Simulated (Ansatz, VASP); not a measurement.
Two plane-wave programs on Gd

INCAR

```
ALGO = Normal
EDIFF = 1E-7
ENCUT = 520
GGA = CA
ISIF = 2
ISMEAR = -1
ISPIN = 2
LASPH = True
LCHARG = False
LMAXMIX = 6
LORBIT = 11
LREAL = False
LWAVE = False
MAGMOM = 7.214 7.214
NBANDS = 29
NELM = 150
PREC = Accurate
SIGMA = 0.05
```

Contents of KPOINTS:

```
k-points
0
Gamma
  8 8 5
```

File POSCAR:

```
Gd
1.0
    3.4841536640      0.0000000000      0.0000000000
   -1.7420768320      3.0173655837      0.0000000000
    0.0000000000      0.0000000000      5.5867162136
Gd
2
Direct
    0.3333333333      0.6666666667      0.2500000000
    0.6666666667      0.3333333333      0.7500000000
```

Input for Ansatz:

```yaml
crystal:
  lattice:
    - [3.484153664, 0.0, 0.0]
    - [-1.742076832, 3.0173655837, 0.0]
    - [0.0, 0.0, 5.5867162136]
  atoms:
    - { symbol: Gd, position: [0.3333333333, 0.6666666667, 0.25], spin: 7.214 }
    - { symbol: Gd, position: [0.6666666667, 0.3333333333, 0.75], spin: 7.214 }
hamiltonian:
  xc: lda
  pseudopotentials:
    kind: paw
    azcp:
      Gd: "pseudopotentials/Gd.paw.azcp"
basis:
  ecutwfc: 420
  fft_grid_basis: typed
kpoints:
  mp_grid: { grid: [8, 8, 5], shift: [0, 0, 0] }
magnetization:
  spin_polarized: true
scf:
  occupations: { method: fermi_dirac, width: 0.05 }
  lower_state_search: "off"
output:
  stress: true
  write_density: true
  write_potential: true
  elf: true
  volumetric_format: npy
```

Alike in both runs: task single point; functional LDA; k mesh 8 × 8 × 5; occupations fermi-dirac, width 0.05 eV; collinear spin.

```csv
,VASP,Ansatz
version,VASP 6.6.1,Ansatz 0.2.0
potentials or method,"VASP PAW PBE potentials, release 64 (Gd), cutoff 520 eV","plane waves (420 eV) with PAW, scalar-relativistic"
valence electrons in the cell,36,36
```

|  | VASP | Ansatz | Ansatz less VASP |
| --- | --- | --- | --- |
| pressure (GPa) | 0.0 | 0.0 | 0.00 |
| traceless stress, the component that is largest in VASP (GPa) | -0.14 | 0.06 | +0.209 |
| net moment per atom (μB) | 7.29 | 7.39 | +0.105 |
| size of the moment on the site where the two differ most (μB) | 6.88 | 7.19 | +0.318 |

The net moments are unlike, so the other rows may belong to different states. VASP's potentials were made for PBE, not for LDA, and Ansatz warns of the same on its side. LDA's correlation is that of Perdew and Zunger in VASP and of Perdew and Wang (1992) in Ansatz. Site moments also hang on the region over which each program counts them.

Spin-orbit coupling is off throughout.
